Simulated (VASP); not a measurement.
# P (P6_3/mmc) in VASP: further runs

P is run at these levels: PBE; tasks: single point.

Everything below comes from runs of VASP 6.6.1. Logs are shortened: lines on timing, memory, paths and dates and some standing lists are left out, and cuts for length are marked.

**1. The cell of the first run**

The structure is hexagonal, space group P6_3/mmc (No. 194). Conventional cell: a = 8.896 Å, b = 8.896 Å, c = 3.558 Å, α = 90.00°, β = 90.00°, γ = 120.00°. Within 2.7 Å of P (site symmetry mm2) lie 3 P at 2.05 Å. P (site symmetry -6m2) has 3 P at 2.05 Å within 2.7 Å.

The cell was built from a structure type or drawn by symmetry, and may not be a known phase.

**2. Single point, PBE**

File INCAR:

```
SYSTEM = P
PREC = Accurate
ENCUT = 520
EDIFF = 1E-7
ISMEAR = 0
SIGMA = 0.1
LREAL = .False.
LASPH = .True.
NELM = 60
ALGO = Normal
ISIF = 2
LWAVE = .False.
LCHARG = .False.
GGA = PE
NBANDS = 30
```

File KPOINTS:

```
Automatic mesh
0
Gamma
  3 3 6
  0 0 0
```

File POSCAR:

```
P
1.0
    8.8958123700      0.0000000000      0.0000000000
   -4.4479061900      7.7039995000      0.0000000000
    0.0000000000      0.0000000000      3.5583255600
P
8
Direct
    0.5333333200      0.0666666400      0.2500000000
    0.9333333600      0.4666666800      0.2500000000
    0.5333333200      0.4666666800      0.2500000000
    0.4666666800      0.9333333600      0.7500000000
    0.0666666400      0.5333333200      0.7500000000
    0.4666666800      0.5333333200      0.7500000000
    0.3333333300      0.6666666700      0.7500000000
    0.6666666700      0.3333333300      0.2500000000
```

Potentials or basis: VASP PAW PBE potentials, release 64 (P).

Started as:

```console
$ cat potpaw_PBE.64/P/POTCAR > POTCAR
$ mpirun -np 1 vasp_std > vasp.out
```

OUTCAR:

```text
SYSTEM = P
   PREC = Accurate
   ENCUT = 520
   EDIFF = 1E-7
   ISMEAR = 0
   LREAL = .False.
   LASPH = .True.
   NELM = 60
   ISIF = 2
   GGA = PE

 ion  position               nearest neighbor table
   1  0.533  0.067  0.250-   4 2.05   4 2.05   8 2.05
   2  0.933  0.467  0.250-   5 2.05   5 2.05   8 2.05
   3  0.533  0.467  0.250-   6 2.05   6 2.05   8 2.05
   4  0.467  0.933  0.750-   1 2.05   1 2.05   7 2.05
   5  0.067  0.533  0.750-   2 2.05   2 2.05   7 2.05
   6  0.467  0.533  0.750-   3 2.05   3 2.05   7 2.05
   7  0.333  0.667  0.750-   5 2.05   4 2.05   6 2.05
   8  0.667  0.333  0.250-   2 2.05   1 2.05   3 2.05

  LATTYP: Found a hexagonal cell.
 ALAT       =     8.8958123700
 C/A-ratio  =     0.4000000688

  Lattice vectors:

 A1 = (   8.8958123700,   0.0000000000,   0.0000000000)
 A2 = (  -4.4479061900,   7.7039995000,   0.0000000000)
 A3 = (   0.0000000000,   0.0000000000,   3.5583255600)

Analysis of symmetry for initial positions (statically):
=====================================================================
 Subroutine PRICEL returns:
 Original cell was already a primitive cell.

 Routine SETGRP: Setting up the symmetry group for a
 hexagonal supercell.

 Subroutine GETGRP returns: Found 24 space group operations
 (whereof 12 operations were pure point group operations)
 out of a pool of 24 trial point group operations.

The static configuration has the point symmetry D_3d.
 The point group associated with its full space group is D_6h.

Analysis of symmetry for dynamics (positions and initial velocities):
=====================================================================
 Subroutine PRICEL returns:
 Original cell was already a primitive cell.

 Routine SETGRP: Setting up the symmetry group for a
 hexagonal supercell.

 Subroutine GETGRP returns: Found 24 space group operations
 (whereof 12 operations were pure point group operations)
 out of a pool of 24 trial point group operations.

The dynamic configuration has the point symmetry D_3d.
 The point group associated with its full space group is D_6h.

 Subroutine INISYM returns: Found 24 space group operations
 (whereof 12 operations are pure point group operations),
 and found     1 'primitive' translations

[... 93 lines left out ...]
   EDIFF  = 0.1E-06   stopping-criterion for ELM
   LREAL  =      F    real-space projection
   EDIFFG = 0.1E-05   stopping-criterion for IOM
   NSW    =      0    number of steps for IOM
   IBRION =     -1    ionic relax: 0-MD 1-quasi-New 2-CG
   NFREE  =      0    steps in history (QN), initial steepest desc. (CG)
   ISIF   =      2    stress and relaxation
   ISYM   =      2    0-nonsym 1-usesym 2-fastsym
   POTIM  = 0.5000    time-step for ionic-motion
   TEBEG  =    0.0;   TEEND  =   0.0 temperature during run
   PSTRESS=    0.0 pullay stress
   NELECT =      40.0000    total number of electrons
   NUPDOWN=      -1.0000    fix difference up-down
   EMIN   =  10.00;   EMAX   =-10.00  energy-range for DOS
   EFERMI =   0.00;   METHOD = LEGACY
   ISMEAR =     0;   SIGMA  =   0.10  broadening in eV -4-tet -1-fermi 0-gaus
   EFERMI_NEDOS =   21; number of points for ismear=-14 and -15
   IALGO  =     38    algorithm
   IMIX   =      4    mixing-type and parameters
     AMIX     =   0.40;   BMIX     =  1.00
     AMIX_MAG =   1.60;   BMIX_MAG =  1.00
  volume/ion in A,a.u.               =      30.48       205.71
  Fermi-wavevector in a.u.,A,eV,Ry     =   0.896146  1.693471 10.926545  0.803078
  Thomas-Fermi vector in A             =   2.018568
   LORBIT       =      0    0 simple, 1 ext, 2 COOP (PROOUT), +10 PAW based schemes
   GGA     = PE    functional components
   LHFCALC =     F    Hartree Fock is set to
   AEXX    =    0.0000 exact exchange contribution
   IVDW    =     0    specifies the selected vdW correction
   LEPSILON=     F    determine dielectric tensor
   LRPA    =     F    only Hartree local field effects (RPA)
 non-spin polarized calculation
 Gauss-broadening in eV      SIGMA  =   0.10
  energy-cutoff  :      520.00
  volume of cell :      243.86
 maximum number of plane-waves:      6624
 NGX is ok and might be reduce to    70
   NGX = 33   NGY = 33   NGZ = 13

 number of electron      39.9999999 magnetization

 Free energy of the ion-electron system (eV)
  ---------------------------------------------------
  ext. energy  EPLUGINS =         0.00000000
  ---------------------------------------------------
  free energy    TOTEN  =       -36.18768646 eV

  energy without entropy =      -36.14176861  energy(sigma->0) =      -36.16472754

 E-fermi :   2.2418     XC(G=0):  -6.8706

 val. band max:        2.2178146981   @ k =   0.3333   0.0000   0.1667
 cond. band min:       2.2640746158   @ k =   0.3333   0.0000   0.3333
 fundamental gap:      0.0462599177
 Fermi energy:         2.2418440515

 k-point     1 :       0.0000    0.0000    0.0000
  band No.  band energies     occupation
      1     -13.7659      2.00000
      2     -12.6431      2.00000
      3     -12.6431      2.00000
      4     -11.7114      2.00000
      5      -8.4410      2.00000
      6      -7.2498      2.00000
[... 385 lines left out ...]
     29       7.1828      0.00000
     30       7.1828      0.00000

------------------------ aborting loop because EDIFF is reached ----------------------------------------

  FORCE on cell =-STRESS in cart. coord.  units (eV):
  Direction    XX          YY          ZZ          XY          YZ          ZX
  --------------------------------------------------------------------------------------
  -------------------------------------------------------------------------------------
  Total       11.9101027     11.9101027     20.6788359     -0.0000000      0.0000000      0.0000000
  in kB       78.2489556     78.2489556    135.8592237     -0.0000001      0.0000000      0.0000000
  external PRESSURE =      97.4523783 kB  Pullay stress =       0.0000000 kB

 VOLUME and BASIS-vectors are now :
 -----------------------------------------------------------------------------
  energy-cutoff  :      520.00
  volume of cell :      243.86
      direct lattice vectors                 reciprocal lattice vectors
     8.895812370  0.000000000  0.000000000     0.112412443  0.064901354  0.000000000
    -4.447906190  7.703999500  0.000000000     0.000000000  0.129802708  0.000000000
     0.000000000  0.000000000  3.558325560     0.000000000  0.000000000  0.281031059

 POSITION                                       TOTAL-FORCE (eV/Angst)
 -----------------------------------------------------------------------------------
      4.44791      0.51360      0.88958        -0.000000      0.598732     -0.000000
      6.22707      3.59520      0.88958        -0.518517     -0.299366      0.000000
      2.66874      3.59520      0.88958         0.518517     -0.299366     -0.000000
     -0.00000      7.19040      2.66874         0.000000     -0.598732      0.000000
     -1.77916      4.10880      2.66874         0.518517      0.299366      0.000000
      1.77916      4.10880      2.66874        -0.518517      0.299366      0.000000
     -0.00000      5.13600      2.66874        -0.000000      0.000000      0.000000
      4.44791      2.56800      0.88958         0.000000      0.000000      0.000000
 -----------------------------------------------------------------------------------
    total drift:                                0.000020     -0.000012      0.000006

  FREE ENERGIE OF THE ION-ELECTRON SYSTEM (eV)
  ---------------------------------------------------
  free  energy   TOTEN  =       -36.1876864629 eV

  energy  without entropy=      -36.1417686097  energy(sigma->0) =      -36.16472754
```

OSZICAR:

```text
N       E                     dE             d eps       ncg     rms          rms(c)
DAV:   1     0.214325094551E+03    0.21433E+03   -0.15609E+04   720   0.107E+03
DAV:   2    -0.175899776762E+02   -0.23192E+03   -0.22489E+03   966   0.196E+02
DAV:   3    -0.363817514637E+02   -0.18792E+02   -0.18464E+02   920   0.582E+01
DAV:   4    -0.369074096918E+02   -0.52566E+00   -0.52031E+00  1004   0.107E+01
DAV:   5    -0.369191088229E+02   -0.11699E-01   -0.11695E-01  1020   0.154E+00    0.198E+01
DAV:   6    -0.363937042038E+02    0.52540E+00   -0.42154E-01   868   0.243E+00    0.118E+01
DAV:   7    -0.361858687956E+02    0.20784E+00   -0.64864E-01   826   0.299E+00    0.702E-01
DAV:   8    -0.361861474103E+02   -0.27861E-03   -0.34365E-02   880   0.856E-01    0.446E-01
DAV:   9    -0.361865175522E+02   -0.37014E-03   -0.40042E-03   894   0.305E-01    0.117E-01
DAV:  10    -0.361869626068E+02   -0.44505E-03   -0.51667E-04   916   0.110E-01    0.776E-02
DAV:  11    -0.361875328385E+02   -0.57023E-03   -0.91549E-04   826   0.105E-01    0.417E-02
DAV:  12    -0.361876636218E+02   -0.13078E-03   -0.12463E-04   884   0.479E-02    0.199E-02
DAV:  13    -0.361876862721E+02   -0.22650E-04   -0.37307E-05   786   0.318E-02    0.126E-02
DAV:  14    -0.361876859168E+02    0.35528E-06   -0.40499E-06   934   0.862E-03    0.325E-03
DAV:  15    -0.361876860657E+02   -0.14892E-06   -0.30659E-07   792   0.261E-03    0.112E-03
DAV:  16    -0.361876863784E+02   -0.31271E-06   -0.10009E-07   660   0.150E-03    0.577E-04
DAV:  17    -0.361876864629E+02   -0.84421E-07   -0.16422E-08   556   0.585E-04
   1 F= -.36187686E+02 E0= -.36164728E+02  d E =-.459179E-01
```

It took 2.2 min on 1 thread of Intel Xeon Platinum 8375C at 2.90GHz (Ice Lake), shared host; peak memory 0.38 GiB.

What came out:

| Property | Result |
| --- | --- |
| Free energy | -36.1877 eV |
| Pressure | 9.7 GPa |
| Largest force | 0.599 eV/Å |
| Band gap on the k mesh | zero (bands 20 and 21 overlap by 0.73 eV) |

Forces on the atoms (eV/Å):
```
P    0.000  0.599  0.000
P   -0.519 -0.299  0.000
P    0.519 -0.299  0.000
P    0.000 -0.599  0.000
P    0.519  0.299  0.000
P   -0.519  0.299  0.000
P    0.000  0.000  0.000
P    0.000  0.000  0.000
```

Levels at points of the mesh, in eV from the Fermi level:
```tsv
k point	band 16	band 17	band 18	band 19	band 20	band 21	band 22	band 23	band 24	band 25
(0.00, 0.00, 0.00)	-1.79	-1.69	-0.65	-0.65	-0.28	0.09	0.09	0.17	2.24	2.74
(0.00, 0.00, 0.50)	-2.35	-2.35	-2.35	-1.35	-1.35	1.53	1.53	1.53	1.53	1.65
```

Caveat: the cell stands under pressure.

**3. Single point, PBE**

This run uses another cell than the first one, of 32.97 Å³/atom.

File INCAR:

```
  ALGO = Normal
  EDIFF = 1E-7
  ENCUT = 520
  GGA = PE
  ISIF = 2
  ISMEAR = 0
  LASPH = True
  LCHARG = False
  LREAL = False
  LWAVE = False
  NBANDS = 30
  NELM = 60
  PREC = Accurate
  SIGMA = 0.1
```

File KPOINTS:

```
k-points
0
Gamma
  3 3 6
```

File POSCAR:

```
P
1.0
    8.4543004122      0.0000000027      0.0000000000
   -4.2271502085      7.3216389268      0.0000000000
    0.0000000000      0.0000000000      4.2610123708
P
8
Direct
    0.5216954101      0.0433908201      0.2500000000
    0.9566091799      0.4783045899      0.2500000000
    0.5216954101      0.4783045899      0.2500000000
    0.4783045899      0.9566091799      0.7500000000
    0.0433908201      0.5216954101      0.7500000000
    0.4783045899      0.5216954101      0.7500000000
    0.3333333333      0.6666666667      0.7500000000
    0.6666666667      0.3333333333      0.2500000000
```

Potentials or basis: VASP PAW PBE potentials, release 64 (P).

Started as:

```console
$ cat potpaw_PBE.64/P/POTCAR > POTCAR
$ mpirun -np 1 vasp_std > vasp.out
```

Run time: 1.7 min. Hardware: 1 thread of Intel Xeon Platinum 8375C at 2.90GHz (Ice Lake), shared host; peak memory 0.36 GiB.

It converged, with:

| Quantity | Value |
| --- | --- |
| Free energy | -38.9819 eV |
| Pressure | -0.2 GPa |
| Largest force | 0.030 eV/Å |
| Band gap on the k mesh | zero (bands 20 and 21 overlap by 0.42 eV) |

Forces on the atoms (eV/Å):
```
P    0.000  0.030  0.000
P   -0.026 -0.015  0.000
P    0.026 -0.015  0.000
P    0.000 -0.030  0.000
P    0.026  0.015  0.000
P   -0.026  0.015  0.000
P    0.000  0.000  0.000
P    0.000  0.000  0.000
```

Levels at points of the mesh, in eV from the Fermi level:
| k point | band 17 | band 18 | band 19 | band 20 | band 21 | band 22 | band 23 | band 24 |
| --- | --- | --- | --- | --- | --- | --- | --- | --- |
| (0.00, 0.00, 0.00) | -2.61 | -2.61 | -2.10 | 0.08 | 0.65 | 0.65 | 0.82 | 2.30 |
| (0.00, 0.00, 0.50) | -1.95 | -1.95 | -0.95 | -0.95 | 2.60 | 2.60 | 2.69 | 2.69 |

[end of part 1 of 2]
